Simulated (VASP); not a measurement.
Write the native input for VASP 6.6.1 that does the following.

```yaml
Task: single point
Functional: revPBE
Potentials_or_basis: VASP PAW PBE potentials, release 64 (Lu, Be)
Cutoff: 520 eV
k_mesh: 8 × 8 × 8
Occupations: fermi-dirac, width 0.05 eV
Spin: no spin polarisation
Dipole_correction: no
Further_INCAR_settings: ALGO = Normal; EDIFF = 1e-06; NBANDS = 20
```

The structure of LuBe lies in POSCAR:

```
LuBe
1.0
    3.3203700000      0.0000000000      0.0000000000
    0.0000000000      3.3203700000      0.0000000000
    0.0000000000      0.0000000000      3.3203700000
Lu Be
1 1
Direct
    0.0000000000      0.0000000000      0.0000000000
    0.5000000000      0.5000000000      0.5000000000
```

These files were run (other wordings do the same):

INCAR

```
SYSTEM = LuBe
PREC = Accurate
ENCUT = 520
EDIFF = 1E-6
ISMEAR = -1
SIGMA = 0.05
LREAL = .False.
LASPH = .True.
NELM = 100
ALGO = Normal
ISIF = 2
LWAVE = .False.
LCHARG = .True.
GGA = RE
LELF = .True.
LVHAR = .True.
NBANDS = 20
```

KPOINTS

```
Automatic mesh
0
Gamma
  8 8 8
  0 0 0
```

Potentials or basis: VASP PAW PBE potentials, release 64 (Lu, Be).

Run with:

```bash
$ cat potpaw_PBE.64/Lu/POTCAR potpaw_PBE.64/Be/POTCAR > POTCAR
$ mpirun -np 1 vasp_std > vasp.out
```

Results of the run:

```json
{"Pressure": "2.0 GPa"}
```

Caveat: the PAW data sets were made with another functional, which shifts forces and pressure a little.

Wall time 12 s on 1 thread of Intel(R) Xeon(R) 6975P-C (Granite Rapids), with other jobs on the host, peak memory 0.18 GiB.
